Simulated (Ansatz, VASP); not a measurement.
## One calculation of Pd, two programs

```
CELL_PARAMETERS angstrom
0.00000 1.97403 1.97403
1.97403 0.00000 1.97403
1.97403 1.97403 0.00000
ATOMIC_POSITIONS crystal
Pd 0.00000 0.00000 0.00000
```

Alike in both runs: functional PBE; k mesh 8 × 8 × 8; occupations gaussian, width 0.1 eV; no spin polarisation.

Ansatz relaxed the structure, and its values are those at the end. VASP's run is a single point on that final structure, the one shown.

|  | VASP | Ansatz |
| --- | --- | --- |
| version | VASP 6.6.1 | Ansatz 0.2.0 |
| potentials or method | VASP PAW PBE potentials, release 64 (Pd), cutoff 500 eV | scalar-relativistic, plane waves, PAW |
| valence electrons in the cell | 10 | 18 |

Ansatz gave:

| Quantity | Value |
| --- | --- |
| gap on the k mesh at the Fermi level (eV) | none |
| pressure (GPa) | 0.1 |

Q: What did VASP give for the same quantities?

A: gap on the k mesh at the Fermi level (eV): none; pressure (GPa): -0.2.

A gap of «none» marks a metal or a gap that the smearing closes. The functional is the same, so the differences come from potentials, cutoffs and numerics. VASP's potentials hold 10 valence electrons a cell and Ansatz's 18, so a difference there can come from the potentials and not from the codes.
